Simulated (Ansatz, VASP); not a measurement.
Two plane-wave programs on Yb

```xyz
1
Lattice="0.0000 2.7969 2.7969 2.7969 0.0000 2.7969 2.7969 2.7969 0.0000" Properties=species:S:1:pos:R:3 pbc="T T T"
Yb    0.0000    0.0000    0.0000
```

Alike in both runs: task single point; functional r2SCAN; k mesh 8 × 8 × 8; occupations fermi-dirac, width 0.05 eV; collinear spin.

```csv
,VASP,Ansatz
version,VASP 6.6.1,Ansatz 0.2.0
potentials or method,"VASP PAW PBE potentials, release 64 (Yb)",Ansatz PAW
plane-wave cutoff (eV),520,500
valence electrons in the cell,24,24
```

```csv
,VASP,Ansatz,Ansatz less VASP
gap on the k mesh at the Fermi level (eV),none,none,-
pressure (GPa),-0.6,-3.0,-2.34
net moment per atom (μB),0.00,0.00,0.000
```

VASP's potentials were made for PBE, not for r2SCAN. A gap of «none» marks a metal or a gap that the smearing closes.

Spin-orbit coupling is off throughout. Noted on Ansatz's run: the magnetic or orbital state may not be the lowest.
